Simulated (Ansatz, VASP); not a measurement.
# MgI2 in VASP and in Ansatz

```
CELL_PARAMETERS angstrom
4.12912 0.00000 0.00000
-2.06456 3.57592 0.00000
0.00000 0.00000 44.20651
ATOMIC_POSITIONS crystal
Mg 0.00000 0.00000 0.19371
Mg 0.33333 0.66667 0.34920
I 0.33333 0.66667 0.23166
I 0.66667 0.33333 0.15568
I 0.66667 0.33333 0.38723
I 0.00000 0.00000 0.31125
```

Alike in both runs: functional PBE; dispersion D3(BJ); k mesh 6 × 6 × 1; occupations gaussian, width 0.02 eV; no spin polarisation.

Ansatz relaxed the structure, and its values are those at the end. VASP's run is a single point on that final structure, the one shown.

```csv
,VASP,Ansatz
version,VASP 6.6.1,Ansatz 0.2.0
potentials or method,"VASP PAW PBE potentials, release 64 (Mg, I), cutoff 520 eV","scalar-relativistic, plane waves, PAW"
valence electrons in the cell,32,88
```

|  | VASP | Ansatz | Ansatz less VASP |
| --- | --- | --- | --- |
| gap on the k mesh at the Fermi level (eV) | 3.44 | 3.45 | +0.016 |
| least direct gap on the mesh (eV) | 3.88 | 3.90 | +0.017 |
| rms of the force components (eV/Å) | 0.004 | 0.001 | -0.0034 |

VASP's potentials hold 32 valence electrons a cell and Ansatz's 88, so a difference there can come from the potentials and not from the codes. Ansatz's warnings: slab cell height set.

Spin-orbit coupling is off throughout.
